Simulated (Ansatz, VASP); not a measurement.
## Two plane-wave programs on Al6H

```
Al H
1.0
     5.71352    0.00000    0.00000
     0.00000    5.71352    0.00000
     0.00000    0.00000   22.17470
Al H
12 2
Direct
  0.25000 0.25000 0.18039
  0.25000 0.75000 0.18039
  0.75000 0.25000 0.18039
  0.75000 0.75000 0.18039
  0.00000 0.00000 0.27441
  0.00000 0.50000 0.27441
  0.50000 0.00000 0.27441
  0.50000 0.50000 0.27441
  0.25000 0.25000 0.36865
  0.25000 0.75000 0.36865
  0.75000 0.25000 0.36865
  0.75000 0.75000 0.36865
  0.25000 0.93437 0.53100
  0.25000 0.06563 0.53100
```

Alike in both runs: task single point; functional PBE; k mesh 5 × 5 × 1; occupations gaussian, width 0.1 eV; no spin polarisation.

```csv
,VASP,Ansatz
version,VASP 6.6.1,Ansatz 0.2.0
potentials or method,"VASP PAW PBE potentials, release 64 (Al, H), cutoff 520 eV","scalar-relativistic, plane waves, PAW"
valence electrons in the cell,38,38
```

```tsv
	VASP	Ansatz	Ansatz less VASP
gap on the k mesh at the Fermi level (eV)	none	none	-
rms of the force components (eV/Å)	0.014	0.015	+0.0012
work function, face that differs most (eV)	4.49	4.49	-0.003
```

Atom by atom the forces differ by 0.006 eV/Å (rms over components). A gap of «none» marks a metal or a gap that the smearing closes.
